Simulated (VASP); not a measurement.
A run of VASP 6.6.1 is set up as follows.

The input INCAR:

```
SYSTEM = NbAl2F3
PREC = Accurate
ENCUT = 520
EDIFF = 1E-6
ISMEAR = 0
SIGMA = 0.1
LREAL = .FALSE.
LASPH = .TRUE.
NELM = 100
ALGO = Normal
ISIF = 2
LWAVE = .FALSE.
LCHARG = .FALSE.
GGA = PE
NBANDS = 29
```

KPOINTS

```
Automatic mesh
0
G
  6 6 4
  0 0 0
```

The input POSCAR:

```
NbAl2F3
1.0
    4.3072189200      0.0000000000      0.0000000000
   -2.1536094600      3.7301610100      0.0000000000
    0.0000000000      0.0000000000      5.5312561100
Al Nb F
2 1 3
Direct
    0.3333333300      0.6666666700      0.5000000000
    0.0000000000      0.0000000000      0.5000000000
    0.0000000000      0.0000000000      0.0000000000
    0.3333333300      0.6666666700      0.1481737700
    0.3333333300      0.6666666700      0.8518262300
    0.6666666700      0.3333333300      0.0000000000
```

Potentials or basis: VASP PAW PBE potentials, release 64 (Al, Nb_sv, F).

Command:

```sh
$ cat potpaw_PBE.64/Al/POTCAR potpaw_PBE.64/Nb_sv/POTCAR potpaw_PBE.64/F/POTCAR > POTCAR
$ mpirun -np 1 vasp_std > vasp.out
```

Problem. Estimate the largest force.

Solution. 11.632 eV/Å.

Problem. Estimate the pressure.

Solution. 7.7 GPa.

Stress tensor (GPa, compression positive):
```
-3.26  0.00  0.00
 0.00 -3.26  0.00
 0.00  0.00 29.72
```

Caveat: the stress differs along the axes, from -3 to 30 GPa; forces of over 1 eV/Å act on the atoms, so gaps and moduli don't describe the material at rest.
